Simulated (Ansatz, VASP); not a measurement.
Ni: VASP beside Ansatz

The input INCAR:

```
SYSTEM = Ni
PREC     = Accurate       ! precision mode
ENCUT    = 520            ! plane-wave cutoff, eV
EDIFF    = 1E-6           ! SCF threshold, eV
ISMEAR   = -1             ! smearing method
SIGMA    = 0.05           ! smearing width, eV
LREAL    = .FALSE.        ! projectors in reciprocal space
LASPH    = .TRUE.         ! aspherical terms in the spheres
NELM     = 150            ! most SCF steps
ALGO     = Normal         ! electronic algorithm
ISIF     = 2              ! what is computed and relaxed
LWAVE    = .FALSE.        ! write WAVECAR
LCHARG   = .FALSE.        ! write CHGCAR
ISPIN    = 2              ! spin polarisation
MAGMOM   = 0.797 0.797    ! initial moments
LORBIT   = 11             ! projections on sites
LMAXMIX  = 4              ! l up to which the mixer works
GGA      = CA             ! functional
NBANDS   = 21             ! bands
```

File KPOINTS:

```
Automatic mesh
0
G
  12 12 12
  0 0 0
```

File POSCAR:

```
Ni
1.0
    0.0000000000      2.4698952154      2.4698952154
    2.4698952154      0.0000000000      2.4698952154
    2.4698952154      2.4698952154      0.0000000000
Ni
2
Direct
    0.1250000000      0.1250000000      0.1250000000
    0.8750000000      0.8750000000      0.8750000000
```

Input for Ansatz:

```yaml
crystal:
  lattice:
    - [0.0, 2.4698952154, 2.4698952154]
    - [2.4698952154, 0.0, 2.4698952154]
    - [2.4698952154, 2.4698952154, 0.0]
  atoms:
    - { symbol: Ni, position: [0.125, 0.125, 0.125], spin: 0.797 }
    - { symbol: Ni, position: [0.875, 0.875, 0.875], spin: 0.797 }
hamiltonian:
  xc: lda
  pseudopotentials:
    kind: paw
    azcp:
      Ni: "pseudopotentials/Ni.paw.azcp"
basis:
  ecutwfc: 420
  fft_grid_basis: typed
kpoints:
  mp_grid: { grid: [12, 12, 12], shift: [0, 0, 0] }
magnetization:
  spin_polarized: true
scf:
  occupations: { method: fermi_dirac, width: 0.05 }
  lower_state_search: "off"
output:
  stress: true
```

Alike in both runs: task single point; functional LDA; k mesh 12 × 12 × 12; occupations fermi-dirac, width 0.05 eV; collinear spin.

|  | VASP | Ansatz |
| --- | --- | --- |
| version | VASP 6.6.1 | Ansatz 0.2.0 |
| potentials or method | VASP PAW LDA potentials, release 64 (Ni), cutoff 520 eV | plane waves (420 eV) with PAW, scalar-relativistic |
| valence electrons in the cell | 20 | 36 |

VASP gave:

| Item | Value |
| --- | --- |
| pressure (GPa) | -0.2 |
| net moment per atom (μB) | 0.74 |
| size of the moment on the site where the two differ most (μB) | 0.74 |

Problem. Which values does Ansatz return?

Solution. Pressure (GPa): 0.0; net moment per atom (μB): 0.76; size of the moment on the site where the two differ most (μB): 0.79.

Ansatz warns that its potentials were made for another functional, while VASP's fit it. LDA's correlation is that of Perdew and Zunger in VASP and of Perdew and Wang (1992) in Ansatz. Site moments also hang on the region over which each program counts them. VASP's potentials hold 20 valence electrons a cell and Ansatz's 36, so a difference there can come from the potentials and not from the codes.
